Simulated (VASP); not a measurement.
Input of a VASP 6.6.1 run:

The input POSCAR:

```
Si2Mo
1.0
   -1.5956405393      1.5956405393      3.8993979476
    1.5956405393     -1.5956405393      3.8993979476
    1.5956405393      1.5956405393     -3.8993979476
Mo Si
1 2
Direct
    0.0000000000      0.0000000000      0.0000000000
    0.6648258149      0.6648258149      0.0000000000
    0.3351741851      0.3351741851      0.0000000000
```

File INCAR.step1:

```
ALGO = Normal
EDIFF = 1E-4
ENCUT = 520
GGA = PE
ISMEAR = -1
LASPH = True
LCHARG = False
LREAL = False
LWAVE = True
NBANDS = 18
NELM = 100
PREC = Accurate
SIGMA = 0.05
```

INCAR.step2

```
ALGO = Normal
EDIFF = 1E-7
ENCUT = 520
ISIF = 2
ISMEAR = -1
ISTART = 1
IVDW = 13
LASPH = True
LCHARG = False
LMIXTAU = True
LREAL = False
LWAVE = False
METAGGA = R2SCAN
NBANDS = 18
NELM = 100
PREC = Accurate
SIGMA = 0.05
VDW_A1 = 0.51559235
VDW_A2 = 5.77342911
VDW_S6 = 1.0
VDW_S8 = 0.6018749
```

KPOINTS

```
k-points
0
Gamma
  12 12 12
```

Potentials or basis: VASP PAW PBE potentials, release 64 (Mo_sv, Si).

Launch:

```sh
$ cat potpaw_PBE.64/Mo_sv/POTCAR potpaw_PBE.64/Si/POTCAR > POTCAR
$ cp INCAR.step1 INCAR
$ mpirun -np 1 vasp_std > vasp.out
$ cp INCAR.step2 INCAR
$ mpirun -np 1 vasp_std > vasp.out
```

Problem. Estimate the dispersion energy per atom.

Solution. -0.193 eV.

Problem. What does it give for the largest force?

Solution. 0.007 eV/Å.

Problem. What does it give for the band gap on the k mesh?

Solution. Zero (band 11 reaches 12.91 eV, above the bottom of band 12 at 11.88 eV).

Forces on the atoms (eV/Å):
```
Mo   0.000  0.000  0.000
Si   0.000  0.000  0.007
Si   0.000  0.000 -0.007
```

Caveat: the PAW data sets were made with another functional, which shifts forces and pressure a little.
